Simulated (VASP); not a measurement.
Input of a VASP 6.6.1 run:

File INCAR:

```
ALGO = Normal ; EDIFF = 1E-6
ENCUT = 520 ; ISIF = 2
ISMEAR = -1 ; LASPH = True
LCHARG = True ; LELF = True
LREAL = False ; LVHAR = True
LWAVE = False ; NBANDS = 20
NELM = 80 ; PREC = Accurate
SIGMA = 0.05
```

KPOINTS

```
k-points
0
Gamma
  8 8 8
```

POSCAR

```
GaGe
1.0
    0.0000000000      2.8783947965      2.8783947965
    2.8783947965      0.0000000000      2.8783947965
    2.8783947965      2.8783947965      0.0000000000
Ge Ga
1 1
Direct
    0.0000000000      0.0000000000      0.0000000000
    0.2500000000      0.2500000000      0.2500000000
```

Potentials or basis: VASP PAW LDA potentials, release 64 (Ge_d, Ga_d).

The run is started by

```console
$ cat potpaw_LDA.64/Ge_d/POTCAR potpaw_LDA.64/Ga_d/POTCAR > POTCAR
$ mpirun -np 1 vasp_std > vasp.out
```

(1) What does it give for the pressure?

## Answers

(1) -3.1 GPa.
